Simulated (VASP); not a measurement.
Runs of VASP 6.6.1 on ZnMo3. The structure is that of space group Pm-3m (No. 221), or close to it. The cells are those of the table. 

```csv
cell,gap on the mesh (eV),pressure (GPa)
"a = 3.917 Å, 4 atoms",none,(a)
"a = 4.033 Å, 4 atoms",none,(b)
"a = 3.876 Å, 4 atoms",none,11.1
"a = 3.995 Å, 4 atoms",none,-8.6
"a = 3.956 Å, 4 atoms",none,-3.1
```

Alike in all rows: task single point; level PBE; potentials or basis VASP PAW PBE potentials, release 64 (Zn, Mo_sv); no spin polarisation; k mesh 6 × 6 × 6; cutoff (eV) 520; smearing methfessel-paxton 0.1 eV.

Fill in the values left out.

(a) 3.4; (b) -13.3.

Caveats: the cell stands under tension (at least some runs); the cell stands under pressure (at least some runs).

A k mesh can miss the band edges, and the runs leave out spin-orbit coupling on Mo.

A gap of «none» marks levels without a gap at the run's occupations.
